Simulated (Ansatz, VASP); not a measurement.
Rh: VASP beside Ansatz

```xyz
1
Lattice="0.0000 1.9016 1.8730 1.9016 0.0000 1.8730 1.9016 1.9016 0.0000" Properties=species:S:1:pos:R:3 pbc="T T T"
Rh    0.0000    0.0000    0.0000
```

Change from the starting cell: strain -0.0150 x Voigt [0, 0, 1, 0, 0, 0], atoms carried along.

Alike in both runs: task single point; functional PBE; k mesh 22 × 22 × 22; no spin polarisation.

|  | VASP | Ansatz |
| --- | --- | --- |
| version | VASP 6.6.1 | Ansatz 0.2.0 |
| potentials or method | VASP PAW PBE potentials, release 64 (Rh_pv), cutoff 520 eV | scalar-relativistic, plane waves, PAW |
| occupations | methfessel-paxton of order 1, width 0.02 eV | cold, width 0.02 eV |
| valence electrons in the cell | 15 | 17 |

Ansatz gave:

- gap on the k mesh at the Fermi level (eV): none
- pressure (GPa): 10.2
- traceless stress, the component that is largest in VASP (GPa): 2.33

**Question.** Estimate VASP's values.

**Answer.** gap on the k mesh at the Fermi level (eV): none; pressure (GPa): 10.2; traceless stress, the component that is largest in VASP (GPa): 2.35.

A gap of «none» marks a metal or a gap that the smearing closes. VASP's potentials hold 15 valence electrons a cell and Ansatz's 17, so a difference there can come from the potentials and not from the codes.
